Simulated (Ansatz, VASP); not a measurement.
# One calculation of La4TaO, two programs

The input INCAR:

```
SYSTEM = La4TaO
  PREC = Accurate
  ENCUT = 520
  EDIFF = 1E-6
  ISMEAR = 0
  SIGMA = 0.1
  LREAL = .False.
  LASPH = .True.
  NELM = 150
  ALGO = Normal
  ISIF = 2
  LWAVE = .False.
  LCHARG = .True.
  ISPIN = 2
  MAGMOM = 0 0 0 0 1 0
  LORBIT = 11
  LMAXMIX = 6
  GGA = PE
  LELF = .True.
  LVHAR = .True.
  NBANDS = 44
```

The input KPOINTS:

```
Automatic mesh
0
Gamma
  4 4 4
  0 0 0
```

File POSCAR:

```
La4TaO
1.0
    0.0000000000      4.3927228156      4.3927228156
    4.3927228156      0.0000000000      4.3927228156
    4.3927228156      4.3927228156      0.0000000000
La Ta O
4 1 1
Direct
    0.6239061648      0.6239061648      0.6239061648
    0.6239061648      0.6239061648      0.1282815055
    0.1282815055      0.6239061648      0.6239061648
    0.6239061648      0.1282815055      0.6239061648
    0.2500000000      0.2500000000      0.2500000000
    0.0000000000      0.0000000000      0.0000000000
```

Input for Ansatz:

```yaml
crystal:
  lattice:
    - [0.0, 4.3927228156, 4.3927228156]
    - [4.3927228156, 0.0, 4.3927228156]
    - [4.3927228156, 4.3927228156, 0.0]
  atoms:
    - { symbol: La, position: [0.6239061648, 0.6239061648, 0.6239061648] }
    - { symbol: La, position: [0.6239061648, 0.6239061648, 0.1282815055] }
    - { symbol: La, position: [0.1282815055, 0.6239061648, 0.6239061648] }
    - { symbol: La, position: [0.6239061648, 0.1282815055, 0.6239061648] }
    - { symbol: Ta, position: [0.25, 0.25, 0.25], spin: 1.0 }
    - { symbol: O, position: [0.0, 0.0, 0.0] }
basis:
  ecutwfc: 420
kpoints:
  mp_grid: { grid: [4, 4, 4] }
hamiltonian:
  xc: pbe
scf:
  occupations: { method: gaussian, width: 0.1 }
  lower_state_search: "off"
output:
  forces: true
  stress: true
  eigenvalues: true
  populations: true
magnetization:
  spin_polarized: true
```

Change from the starting cell: species swapped into the TbInCu4 type (F-43m, No. 216).

Alike in both runs: task single point; functional PBE; k mesh 4 × 4 × 4; occupations gaussian, width 0.1 eV; collinear spin.

```csv
,VASP,Ansatz
version,VASP 6.6.1,Ansatz 0.2.0
potentials or method,"VASP PAW PBE potentials, release 64 (La, Ta_pv, O), cutoff 520 eV","scalar-relativistic, plane waves, PAW"
valence electrons in the cell,61,63
```

|  | VASP | Ansatz | Ansatz less VASP |
| --- | --- | --- | --- |
| gap on the k mesh at the Fermi level (eV) | none | none | - |
| pressure (GPa) | 0.1 | 0.1 | +0.02 |
| rms of the force components (eV/Å) | 0.005 | 0.001 | -0.0041 |
| net moment per atom (μB) | 0.00 | 0.00 | -0.001 |

Atom by atom the forces differ by 0.004 eV/Å (rms over components). A gap of «none» marks a metal or a gap that the smearing closes. The functional is the same, so the differences come from potentials, cutoffs and numerics. VASP's potentials hold 61 valence electrons a cell and Ansatz's 63, so a difference there can come from the potentials and not from the codes. Ansatz's warnings: seeded moment not kept.

Neither program's run includes spin-orbit coupling.
